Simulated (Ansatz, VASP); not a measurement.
**I: VASP beside Ansatz**

```xyz
1
Lattice="3.5199 0.0000 0.0000 -1.7599 3.0483 0.0000 0.0000 0.0000 3.3031" Properties=species:S:1:pos:R:3 pbc="T T T"
I     0.0000    0.0000    0.0000
```

Alike in both runs: task relaxation of cell and atoms; functional PBEsol; k mesh 18 × 18 × 16; occupations gaussian, width 0.1 eV; no spin polarisation.

|  | VASP | Ansatz |
| --- | --- | --- |
| version | VASP 6.6.1 | Ansatz 0.2.0 |
| potentials or method | VASP PAW PBE potentials, release 64 (I), cutoff 600 eV | scalar-relativistic, plane waves, PAW |
| valence electrons in the cell | 7 | 17 |

|  | VASP | Ansatz | Ansatz less VASP |
| --- | --- | --- | --- |
| gap on the k mesh at the Fermi level, each at its own relaxed structure (eV) | none | none | - |
| relaxed volume (Å³/atom) | 39.92 | 39.65 | -0.277 |
| relaxed cell length with the largest relative difference (Å) | 3.952 | 3.935 | -0.0171 |

VASP's potentials were made for PBE, not for PBEsol. A gap of «none» marks a metal or a gap that the smearing closes. VASP's potentials hold 7 valence electrons a cell and Ansatz's 17, so a difference there can come from the potentials and not from the codes.

Neither program's run includes spin-orbit coupling.
